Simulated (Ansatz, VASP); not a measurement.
# Two plane-wave programs on SiAg

Contents of INCAR:

```
SYSTEM = SiAg
  PREC = Accurate
  ENCUT = 520
  EDIFF = 1E-6
  ISMEAR = 0
  SIGMA = 0.1
  LREAL = .False.
  LASPH = .True.
  NELM = 60
  ALGO = Normal
  ISIF = 2
  LWAVE = .False.
  LCHARG = .True.
  GGA = PE
  IVDW = 12
  LELF = .True.
  LVHAR = .True.
  NBANDS = 23
```

File KPOINTS:

```
regular mesh
0
Gamma
  4 4 4
  0 0 0
```

POSCAR

```
SiAg
1.0
    4.2298039000      0.0000000000      0.0000000000
    0.0000000000      4.2298039000      0.0000000000
    0.0000000000      0.0000000000      5.6061514500
Si Ag
2 2
Direct
    0.5000000000      0.0000000000      0.7889682900
    0.0000000000      0.5000000000      0.2110317100
    0.5000000000      0.5000000000      0.0000000000
    0.0000000000      0.0000000000      0.0000000000
```

Input for Ansatz:

```yaml
crystal:
  lattice:
    - [4.2298039, 0.0, 0.0]
    - [0.0, 4.2298039, 0.0]
    - [0.0, 0.0, 5.60615145]
  atoms:
    - { symbol: Si, position: [0.5, 0.0, 0.78896829] }
    - { symbol: Si, position: [0.0, 0.5, 0.21103171] }
    - { symbol: Ag, position: [0.5, 0.5, 0.0] }
    - { symbol: Ag, position: [0.0, 0.0, 0.0] }
basis:
  ecutwfc: 420
kpoints:
  mp_grid: { grid: [4, 4, 4] }
hamiltonian:
  xc: pbe
  dispersion: d3bj
scf:
  occupations: { method: gaussian, width: 0.1 }
  lower_state_search: "off"
output:
  forces: true
  stress: true
  eigenvalues: true
```

Alike in both runs: task single point; functional PBE; dispersion D3(BJ); k mesh 4 × 4 × 4; occupations gaussian, width 0.1 eV; no spin polarisation.

|  | VASP | Ansatz |
| --- | --- | --- |
| version | VASP 6.6.1 | Ansatz 0.2.0 |
| potentials or method | VASP PAW PBE potentials, release 64 (Si, Ag), cutoff 520 eV | scalar-relativistic, plane waves, PAW |
| valence electrons in the cell | 30 | 46 |

Ansatz gave:

* gap on the k mesh at the Fermi level (eV): none
* pressure (GPa): 5.7
* traceless stress, the component that is largest in VASP (GPa): -3.00
* rms of the force components (eV/Å): 0.658

Q: What did VASP give for the same quantities?

A: gap on the k mesh at the Fermi level (eV): none; pressure (GPa): 5.7; traceless stress, the component that is largest in VASP (GPa): -2.98; rms of the force components (eV/Å): 0.657.

Atom by atom the forces differ by 0.001 eV/Å (rms over components). A gap of «none» marks a metal or a gap that the smearing closes. VASP's potentials hold 30 valence electrons a cell and Ansatz's 46, so a difference there can come from the potentials and not from the codes.

The k mesh is coarse, so the values compare programs but aren't converged.
